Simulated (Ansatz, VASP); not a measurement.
## One calculation of NiO, two programs

```xyz
2
Lattice="0.0000 2.0719 2.0719 2.0719 0.0000 2.0719 2.0719 2.0719 0.0000" Properties=species:S:1:pos:R:3 pbc="T T T"
Ni    0.0000    0.0000    0.0000
O     2.0719    2.0719    2.0719
```

Alike in both runs: task single point; functional BLYP; dispersion D4; k mesh 11 × 11 × 11; occupations fermi-dirac, width 0.05 eV; collinear spin.

|  | VASP | Ansatz |
| --- | --- | --- |
| version | VASP 6.6.1 | Ansatz 0.2.0 |
| potentials or method | VASP PAW PBE potentials, release 64 (Ni, O) | Ansatz PAW |
| plane-wave cutoff (eV) | 520 | 420 |
| valence electrons in the cell | 16 | 24 |

Ansatz gave:

- gap on the k mesh at the Fermi level (eV): none
- pressure (GPa): 8.6
- net moment per atom (μB): 0.80
- size of the moment on the site where the two differ most (μB): 0.25

**Question.** What did VASP give for the same quantities?

**Answer.** gap on the k mesh at the Fermi level (eV): none; pressure (GPa): 8.2; net moment per atom (μB): 0.77; size of the moment on the site where the two differ most (μB): 0.23.

VASP's potentials were made for PBE, not for BLYP. Site moments also hang on the region over which each program counts them. A gap of «none» marks a metal or a gap that the smearing closes. VASP's potentials hold 16 valence electrons a cell and Ansatz's 24, so a difference there can come from the potentials and not from the codes.
